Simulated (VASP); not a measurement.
A run of VASP 6.6.1 is set up as follows.

File INCAR:

```
SYSTEM = NaF
  ALGO = Normal
  EDIFF = 1E-6
  ENCUT = 520
  GGA = CA
  ISIF = 2
  ISMEAR = 0
  LASPH = .TRUE.
  LCHARG = .FALSE.
  LREAL = .FALSE.
  LWAVE = .FALSE.
  NBANDS = 14
  NELM = 60
  PREC = Accurate
  SIGMA = 0.1
```

File KPOINTS:

```
k-points
0
G
  6 6 6
  0 0 0
```

Contents of POSCAR:

```
NaF
1.0
    0.0000000000      2.3233000000      2.3233000000
    2.3233000000      0.0000000000      2.3233000000
    2.3233000000      2.3233000000      0.0000000000
Na F
1 1
Direct
    0.0000000000      0.0000000000      0.0000000000
    0.5000000000      0.5000000000      0.5000000000
```

Potentials or basis: VASP PAW LDA potentials, release 64 (Na_pv, F).

Run with:

```sh
$ cat potpaw_LDA.64/Na_pv/POTCAR potpaw_LDA.64/F/POTCAR > POTCAR
$ mpirun -np 1 vasp_std > vasp.out
```

(1) What does it give for the pressure?

(2) Predict the band gap on the k mesh.

Answers

(1) -4.7 GPa.

(2) 5.91 eV, direct.
